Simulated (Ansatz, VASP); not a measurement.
SiC: VASP beside Ansatz

```
Si C
1.0
     0.00000    2.26096    2.00008
     2.26096    0.00000    2.00008
     2.26096    2.26096    0.00000
Si C
1 1
Cartesian
  0.0000 0.0000 0.0000
  3.3914 3.3914 3.0001
```

Change from the starting cell: strain +0.040 along x and y, -0.080 along z, atoms carried along.

Alike in both runs: task single point; functional PBEsol; k mesh 12 × 12 × 12; occupations gaussian, width 0.05 eV; no spin polarisation.

|  | VASP | Ansatz |
| --- | --- | --- |
| version | VASP 6.6.1 | Ansatz 0.2.0 |
| potentials or method | VASP PAW PBE potentials, release 64 (Si, C), cutoff 520 eV | scalar-relativistic, plane waves, PAW |
| valence electrons in the cell | 8 | 8 |

Ansatz gave:

```
gap on the k mesh at the Fermi level (eV)                     : 0.11
least direct gap on the mesh (eV)                             : 4.36
pressure (GPa)                                                : 1.2
traceless stress, the component that is largest in VASP (GPa) : 15.74
```

**Question.** Estimate VASP's values.

**Answer.** gap on the k mesh at the Fermi level (eV): 0.10; least direct gap on the mesh (eV): 4.35; pressure (GPa): 1.6; traceless stress, the component that is largest in VASP (GPa): 15.73.

VASP's potentials were made for PBE, not for PBEsol.
